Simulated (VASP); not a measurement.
Wanted: the native input for a VASP 6.6.1 run.

| Item | Value |
| --- | --- |
| Task | single point |
| Functional | r2SCAN |
| Potentials or basis | VASP PAW PBE potentials, release 64 (Al, Cu) |
| Cutoff | 520 eV |
| k mesh | 10 × 10 × 6 |
| Occupations | gaussian, width 0.1 eV |
| Spin | no spin polarisation |
| Dipole correction | no |
| Further INCAR settings | ALGO = Normal; EDIFF = 1e-06; NBANDS = 26 |

The system is Al2Cu.

```
Al Cu
1.0
     2.89574    2.89574    0.00000
    -2.89574    2.89574    0.00000
     0.00000    0.00000    5.50478
Al Cu
4 2
Direct
  0.50000 0.00000 0.25000
  0.00000 0.50000 0.25000
  0.00000 0.50000 0.75000
  0.50000 0.00000 0.75000
  0.00000 0.00000 0.50000
  0.50000 0.50000 0.00000
```

This cell differs from its parent crystal: uniaxial strain along c: -4.0 %.

The input as run:

POSCAR

```
Al2Cu
1.0
    2.8957442371      2.8957442371      0.0000000000
   -2.8957442371      2.8957442371      0.0000000000
    0.0000000000      0.0000000000      5.5047811240
Al Cu
4 2
Direct
    0.5000000000      0.0000000000      0.2500000000
    0.0000000000      0.5000000000      0.2500000000
    0.0000000000      0.5000000000      0.7500000000
    0.5000000000      0.0000000000      0.7500000000
    0.0000000000      0.0000000000      0.5000000000
    0.5000000000      0.5000000000      0.0000000000
```

INCAR.step1

```
SYSTEM = Al2Cu
PREC = Accurate
ENCUT = 520
ISMEAR = 0
SIGMA = 0.1
LREAL = .FALSE.
LASPH = .TRUE.
NELM = 100
NBANDS = 26
GGA = PE
ALGO = Normal
EDIFF = 1E-4
LWAVE = .TRUE.
LCHARG = .FALSE.
```

INCAR.step2

```
SYSTEM = Al2Cu
PREC = Accurate
ENCUT = 520
EDIFF = 1E-6
ISMEAR = 0
SIGMA = 0.1
LREAL = .FALSE.
LASPH = .TRUE.
NELM = 100
ALGO = Normal
ISIF = 2
LWAVE = .FALSE.
LCHARG = .FALSE.
METAGGA = R2SCAN
LMIXTAU = .TRUE.
NBANDS = 26
ISTART = 1
```

KPOINTS

```
Automatic mesh
0
G
  10 10 6
  0 0 0
```

Potentials or basis: VASP PAW PBE potentials, release 64 (Al, Cu).

Run with:

```bash
$ cat potpaw_PBE.64/Al/POTCAR potpaw_PBE.64/Cu/POTCAR > POTCAR
$ cp INCAR.step1 INCAR
$ mpirun -np 1 vasp_std > vasp.out
$ cp INCAR.step2 INCAR
$ mpirun -np 1 vasp_std > vasp.out
```

It gave:

```yaml
Pressure: 2.3 GPa
Band_gap_on_the_k_mesh: zero (bands 17 and 18 overlap by 4.17 eV)
```

Caveat: the cell differs from its parent crystal (uniaxial strain along c: -4.0 %); the stress differs along the axes, from 0 to 7 GPa; the PAW data sets were made with another functional, which shifts forces and pressure a little.

Wall time 6.5 min on 1 thread of Intel(R) Xeon(R) 6975P-C (Granite Rapids), with other jobs on the host, peak memory 0.3 GiB.
